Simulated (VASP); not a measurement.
# Hf in VASP: single point with PBE

Aim: the single point of Hf with PBE.

All numbers are computed with VASP 6.6.1; they aren't measurements. Logs are shortened: lines on timing, memory, paths and dates and some standing lists are left out, and cuts for length are marked.

## Step 1: The cell of the first run

The cell holds a slab with vacuum, 3 atoms: a = 3.097 Å, b = 3.097 Å, c = 22.259 Å, α = 90.00°, β = 90.00°, γ = 120.00°.

## Step 2: Single point, PBE

INCAR

```
  ALGO = Normal
  DIPOL = 0.5 0.5 0.427
  EDIFF = 1E-6
  ENCUT = 400
  GGA = PE
  GGA_COMPAT = False
  IDIPOL = 3
  ISIF = 2
  ISMEAR = 1
  LASPH = True
  LCHARG = True
  LDIPOL = True
  LELF = True
  LREAL = False
  LVACPOTAV = True
  LVHAR = True
  LWAVE = False
  NBANDS = 22
  NELM = 120
  NELMDL = -8
  PREC = Accurate
  SIGMA = 0.1
```

KPOINTS

```
k-points
0
Gamma
  12 12 1
```

POSCAR

```
Hf
1.0
    3.0965758785      0.0000000000      0.0000000000
   -1.5482879393      2.6817133755      0.0000000000
    0.0000000000      0.0000000000     22.2589951028
Hf
3
Direct
    0.6666666667      0.3333333333      0.3144796056
    0.3333333333      0.6666666667      0.4265892108
    0.6666666667      0.3333333333      0.5390785140
```

Potentials or basis: VASP PAW PBE potentials, release 64 (Hf_pv).

Command:

```sh
$ cat potpaw_PBE.64/Hf_pv/POTCAR > POTCAR
$ mpirun -np 1 vasp_std > vasp.out
```

OUTCAR:

```text
EDIFF = 1E-6
   ENCUT = 400
   GGA = PE
   ISIF = 2
   ISMEAR = 1
   LASPH = True
   LREAL = False
   NELM = 120
   NELMDL = -8
   PREC = Accurate

 ion  position               nearest neighbor table
   1  0.667  0.333  0.314-   2 3.07   2 3.07   2 3.07
   2  0.333  0.667  0.427-   1 3.07   1 3.07   1 3.07   3 3.08   3 3.08   3 3.08
   3  0.667  0.333  0.539-   2 3.08   2 3.08   2 3.08

  LATTYP: Found a hexagonal cell.
 ALAT       =     3.0965758785
 C/A-ratio  =     7.1882608327

  Lattice vectors:

 A1 = (   3.0965758785,   0.0000000000,   0.0000000000)
 A2 = (  -1.5482879393,   2.6817133755,   0.0000000000)
 A3 = (   0.0000000000,   0.0000000000,  22.2589951028)

Analysis of symmetry for initial positions (statically):
=====================================================================
 Subroutine PRICEL returns:
 Original cell was already a primitive cell.

 Routine SETGRP: Setting up the symmetry group for a
 hexagonal supercell.

 Subroutine GETGRP returns: Found  6 space group operations
 (whereof  6 operations were pure point group operations)
 out of a pool of 24 trial point group operations.

The static configuration has the point symmetry C_3v.

Analysis of symmetry for dynamics (positions and initial velocities):
=====================================================================
 Subroutine PRICEL returns:
 Original cell was already a primitive cell.

 Routine SETGRP: Setting up the symmetry group for a
 hexagonal supercell.

 Subroutine GETGRP returns: Found  6 space group operations
 (whereof  6 operations were pure point group operations)
 out of a pool of 24 trial point group operations.

The dynamic configuration has the point symmetry C_3v.

 Subroutine INISYM returns: Found  6 space group operations
 (whereof  6 operations are pure point group operations),
 and found     1 'primitive' translations

----------------------------------------------------------------------------------------

                                     Primitive cell

  volume of cell :     184.8416

  direct lattice vectors                    reciprocal lattice vectors
     3.096575878  0.000000000  0.000000000     0.322937347  0.186447964  0.000000000
    -1.548287939  2.681713376  0.000000000     0.000000000  0.372895929  0.000000000
     0.000000000  0.000000000 22.258995103     0.000000000  0.000000000  0.044925658

  length of vectors
     3.096575878  3.096575879 22.258995103     0.372895929  0.372895929  0.044925658

  position of ions in fractional coordinates (direct lattice)
     0.666666667  0.333333333  0.314479606
     0.333333333  0.666666667  0.426589211
     0.666666667  0.333333333  0.539078514

  ion indices of the primitive-cell ions
   primitive index   ion index
                 1           1
                 2           2
                 3           3

----------------------------------------------------------------------------------------

 KPOINTS: k-points

Automatic generation of k-mesh.
 Grid dimensions read from file:
 generate k-points for:   12   12    1

 Generating k-lattice:

  Cartesian coordinates                     Fractional coordinates (reciprocal lattice)
     0.026911446  0.015537330  0.000000000     0.083333333  0.000000000  0.000000000
     0.000000000  0.031074661  0.000000000     0.000000000  0.083333333  0.000000000
     0.000000000  0.000000000  0.044925658     0.000000000  0.000000000  1.000000000

  Length of vectors
     0.031074661  0.031074661  0.044925658

  Shift w.r.t. Gamma in fractional coordinates (k-lattice)
     0.000000000  0.000000000  0.000000000

 Subroutine IBZKPT returns following result:
 ===========================================

 Found     19 irreducible k-points:

 Following reciprocal coordinates:
            Coordinates               Weight
  0.000000  0.000000  0.000000      1.000000
  0.083333  0.000000  0.000000      6.000000
  0.166667 -0.000000  0.000000      6.000000
  0.250000  0.000000  0.000000      6.000000
  0.333333  0.000000  0.000000      6.000000
  0.416667 -0.000000  0.000000      6.000000
[... 11 lines left out ...]
  0.333333  0.250000  0.000000     12.000000
  0.333333  0.333333  0.000000      2.000000
   k-points           NKPTS =     19   k-points in BZ     NKDIM =     19   number of bands    NBANDS=     22
   number of dos      NEDOS =    301   number of ions     NIONS =      3
   total plane-waves  NPLWV =  60000
   dimension x,y,z NGX =    20 NGY =   20 NGZ =  150
   dimension x,y,z NGXF=    40 NGYF=   40 NGZF=  300
   ions per type =               3
   NGX,Y,Z   is equivalent  to a cutoff of  10.74, 10.74, 11.20 a.u.
   NGXF,Y,Z  is equivalent  to a cutoff of  21.47, 21.47, 22.41 a.u.
 SYSTEM =  unknown system
   PREC   = accura    normal or accurate (medium, high low for compatibility)
   ISTART =      0    job   : 0-new  1-cont  2-samecut
   ICHARG =      2    charge: 1-file 2-atom 10-const
   ISPIN  =      1    spin polarized calculation?
   LNONCOLLINEAR =      F non collinear calculations
   LSORBIT =      F    spin-orbit coupling
   LASPH  =      T    aspherical Exc in radial PAW
   ENCUT  =  400.0 eV  29.40 Ry    5.42 a.u.   5.05  5.05 36.30*2*pi/ulx,y,z
   NELM   =    120;   NELMIN=  2; NELMDL= -8     # of ELM steps
   EDIFF  = 0.1E-05   stopping-criterion for ELM
   LREAL  =      F    real-space projection
   EDIFFG = 0.1E-04   stopping-criterion for IOM
   NSW    =      0    number of steps for IOM
   IBRION =     -1    ionic relax: 0-MD 1-quasi-New 2-CG
   NFREE  =      0    steps in history (QN), initial steepest desc. (CG)
   ISIF   =      2    stress and relaxation
   ISYM   =      2    0-nonsym 1-usesym 2-fastsym
   POTIM  = 0.5000    time-step for ionic-motion
   TEBEG  =    0.0;   TEEND  =   0.0 temperature during run
   PSTRESS=    0.0 pullay stress
   NELECT =      30.0000    total number of electrons
   NUPDOWN=      -1.0000    fix difference up-down
   EMIN   =  10.00;   EMAX   =-10.00  energy-range for DOS
   EFERMI =   0.00;   METHOD = LEGACY
   ISMEAR =     1;   SIGMA  =   0.10  broadening in eV -4-tet -1-fermi 0-gaus
   EFERMI_NEDOS =   21; number of points for ismear=-14 and -15
   IALGO  =     38    algorithm
   IMIX   =      4    mixing-type and parameters
     AMIX     =   0.40;   BMIX     =  1.00
     AMIX_MAG =   1.60;   BMIX_MAG =  1.00
  volume/ion in A,a.u.               =      61.61       415.79
  Fermi-wavevector in a.u.,A,eV,Ry     =   0.892994  1.687515 10.849815  0.797439
  Thomas-Fermi vector in A             =   2.015015
   LORBIT       =      0    0 simple, 1 ext, 2 COOP (PROOUT), +10 PAW based schemes
   GGA     = PE    functional components
   LHFCALC =     F    Hartree Fock is set to
   AEXX    =    0.0000 exact exchange contribution
   IVDW    =     0    specifies the selected vdW correction
   LEPSILON=     F    determine dielectric tensor
   LRPA    =     F    only Hartree local field effects (RPA)
 non-spin polarized calculation
 Methfessel and Paxton  Order N= 1 SIGMA  =   0.10
  energy-cutoff  :      400.00
  volume of cell :      184.84
 maximum number of plane-waves:      3391
   NGX = 11   NGY = 11   NGZ = 73

 dipolmoment           0.000000      0.000000      0.000153 electrons x Angstroem

 number of electron      29.9999999 magnetization

 dipolmoment           0.000000      0.000000     -0.000278 electrons x Angstroem

 Free energy of the ion-electron system (eV)
  ---------------------------------------------------
  ext. energy  EPLUGINS =         0.00000000
  ---------------------------------------------------
  free energy    TOTEN  =       -27.83805813 eV

  energy without entropy =      -27.83730364  energy(sigma->0) =      -27.83780663

 E-fermi :  -0.9578     XC(G=0):  -4.8993

 val. band max:       -0.9605814511   @ k =   0.0833   0.0833   0.0000
 cond. band min:      -0.9526922058   @ k =   0.5000   0.0000   0.0000
 fundamental gap:      0.0078892454
 Fermi energy:        -0.9578300694

 k-point     1 :       0.0000    0.0000    0.0000
  band No.  band energies     occupation
      1     -31.7915      2.00000
      2     -31.6095      2.00000
      3     -31.0937      2.00000
      4     -31.0937      2.00000
      5     -31.0873      2.00000
      6     -31.0873      2.00000
[... 14 lines left out ...]
     21       1.0004     -0.00000
     22       1.0004     -0.00000

 k-point     2 :       0.0833    0.0000    0.0000
  band No.  band energies     occupation
      1     -31.7764      2.00000
      2     -31.6054      2.00000
      3     -31.1504      2.00000
      4     -31.1459      2.00000
      5     -31.1065      2.00000
      6     -31.0995      2.00000
[... 14 lines left out ...]
     21       0.8685     -0.00000
     22       1.1951      0.00000

 k-point     3 :       0.1667   -0.0000    0.0000
  band No.  band energies     occupation
      1     -31.7351      2.00000
      2     -31.5966      2.00000
      3     -31.3023      2.00000
      4     -31.2891      2.00000
      5     -31.1413      2.00000
      6     -31.1324      2.00000
[... 14 lines left out ...]
     21       1.2619      0.00000
     22       1.7528      0.00000

 k-point     4 :       0.2500    0.0000    0.0000
  band No.  band energies     occupation
      1     -31.6841      2.00000
      2     -31.5943      2.00000
      3     -31.4868      2.00000
      4     -31.4783      2.00000
      5     -31.1883      2.00000
      6     -31.1770      2.00000
[... 14 lines left out ...]
     21       1.9826      0.00000
     22       1.9910      0.00000

 k-point     5 :       0.3333    0.0000    0.0000
  band No.  band energies     occupation
      1     -31.7219      2.00000
      2     -31.6720      2.00000
      3     -31.6018      2.00000
      4     -31.5690      2.00000
      5     -31.2349      2.00000
      6     -31.2211      2.00000
[... 14 lines left out ...]
     21       2.2172      0.00000
     22       2.3266      0.00000

 k-point     6 :       0.4167   -0.0000    0.0000
  band No.  band energies     occupation
      1     -31.8380      2.00000
      2     -31.8024      2.00000
      3     -31.6376      2.00000
      4     -31.5333      2.00000
      5     -31.2687      2.00000
      6     -31.2531      2.00000
[... 14 lines left out ...]
     21       2.6123      0.00000
     22       2.7659      0.00000

 k-point     7 :       0.5000    0.0000    0.0000
  band No.  band energies     occupation
      1     -31.8835      2.00000
      2     -31.8502      2.00000
      3     -31.6560      2.00000
      4     -31.5155      2.00000
      5     -31.2810      2.00000
      6     -31.2648      2.00000
[... 199 lines left out ...]
      6     -31.3770      2.00000
[... 14 lines left out ...]
     21       2.7530      0.00000
     22       2.8087      0.00000

 k-point    16 :       0.4167    0.1667    0.0000
  band No.  band energies     occupation
      1     -31.8190      2.00000
      2     -31.7889      2.00000
      3     -31.6252      2.00000
      4     -31.5011      2.00000
      5     -31.4070      2.00000
      6     -31.3989      2.00000
[... 14 lines left out ...]
     21       3.0436      0.00000
     22       3.2604      0.00000

 k-point    17 :       0.2500    0.2500    0.0000
  band No.  band energies     occupation
      1     -31.7447      2.00000
      2     -31.7077      2.00000
      3     -31.6088      2.00000
      4     -31.5179      2.00000
      5     -31.4331      2.00000
      6     -31.4266      2.00000
[... 14 lines left out ...]
     21       2.4701      0.00000
     22       2.6702      0.00000

 k-point    18 :       0.3333    0.2500    0.0000
  band No.  band energies     occupation
      1     -31.7472      2.00000
      2     -31.7184      2.00000
      3     -31.6046      2.00000
      4     -31.5162      2.00000
      5     -31.5087      2.00000
      6     -31.4860      2.00000
[... 14 lines left out ...]
     21       2.9624      0.00000
     22       3.1332      0.00000

 k-point    19 :       0.3333    0.3333    0.0000
  band No.  band energies     occupation
      1     -31.6777      2.00000
      2     -31.6425      2.00000
      3     -31.6169      2.00000
      4     -31.6147      2.00000
      5     -31.5939      2.00000
      6     -31.4811      2.00000
[... 14 lines left out ...]
     21       3.0187      0.00000
     22       3.3492      0.00000

------------------------ aborting loop because EDIFF is reached ----------------------------------------

  FORCE on cell =-STRESS in cart. coord.  units (eV):
  Direction    XX          YY          ZZ          XY          YZ          ZX
  --------------------------------------------------------------------------------------
  -------------------------------------------------------------------------------------
  Total        0.8043361      0.8043361     -0.2193643     -0.0000000     -0.0000000      0.0000000
  in kB        6.9718572      6.9718572     -1.9014148     -0.0000000     -0.0000000      0.0000000
  external PRESSURE =       4.0140998 kB  Pullay stress =       0.0000000 kB

 VOLUME and BASIS-vectors are now :
 -----------------------------------------------------------------------------
  energy-cutoff  :      400.00
  volume of cell :      184.84
      direct lattice vectors                 reciprocal lattice vectors
     3.096575878  0.000000000  0.000000000     0.322937347  0.186447964  0.000000000
    -1.548287939  2.681713376  0.000000000     0.000000000  0.372895929  0.000000000
     0.000000000  0.000000000 22.258995103     0.000000000  0.000000000  0.044925658

 POSITION                                       TOTAL-FORCE (eV/Angst)
 -----------------------------------------------------------------------------------
      1.54829      0.89390      7.00000        -0.000000      0.000000      0.025192
     -0.00000      1.78781      9.49545         0.000000     -0.000000      0.023840
      1.54829      0.89390     11.99935        -0.000000      0.000000     -0.049032
 -----------------------------------------------------------------------------------
    total drift:                               -0.000000     -0.000000      0.000134

  FREE ENERGIE OF THE ION-ELECTRON SYSTEM (eV)
  ---------------------------------------------------
  free  energy   TOTEN  =       -27.8380581328 eV

  energy  without entropy=      -27.8373036393  energy(sigma->0) =      -27.83780663

 vacuum level on the upper side and lower side of the slab         3.392         3.400
```

It took 5.6 min on 1 thread of AMD EPYC 7R13, shared host; peak memory 0.22 GiB.

Results:

* Free energy: -27.8381 eV
* Largest force: 0.049 eV/Å
* Band gap on the k mesh: zero (band 15 reaches -0.27 eV, above the bottom of band 16 at -1.29 eV)

Forces on the atoms (eV/Å):
```
Hf   0.000  0.000  0.025
Hf   0.000  0.000  0.024
Hf   0.000  0.000 -0.049
```

Caveat: spin-orbit coupling is left out, which moves the levels of the heavy elements.
